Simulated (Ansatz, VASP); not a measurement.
One calculation of Ag, two programs

```
Ag
1.0
    -1.64011    1.64011    1.64011
     1.64011   -1.64011    1.64011
     1.64011    1.64011   -1.64011
Ag
1
Cartesian
  0.0000 0.0000 0.0000
```

Alike in both runs: task single point; functional PBE; k mesh 18 × 18 × 18; occupations gaussian, width 0.1 eV; no spin polarisation.

```csv
,VASP,Ansatz
version,VASP 6.6.1,Ansatz 0.2.0
potentials or method,"VASP PAW PBE potentials, release 64 (Ag), cutoff 520 eV","scalar-relativistic, plane waves, PAW"
valence electrons in the cell,11,19
```

Ansatz gave:

| Item | Value |
| --- | --- |
| gap on the k mesh at the Fermi level (eV) | none |
| pressure (GPa) | 1.9 |

**Question.** Which values does VASP return?

**Answer.** gap on the k mesh at the Fermi level (eV): none; pressure (GPa): 1.8.

A gap of «none» marks a metal or a gap that the smearing closes. The functional is the same, so the differences come from potentials, cutoffs and numerics. VASP's potentials hold 11 valence electrons a cell and Ansatz's 19, so a difference there can come from the potentials and not from the codes.
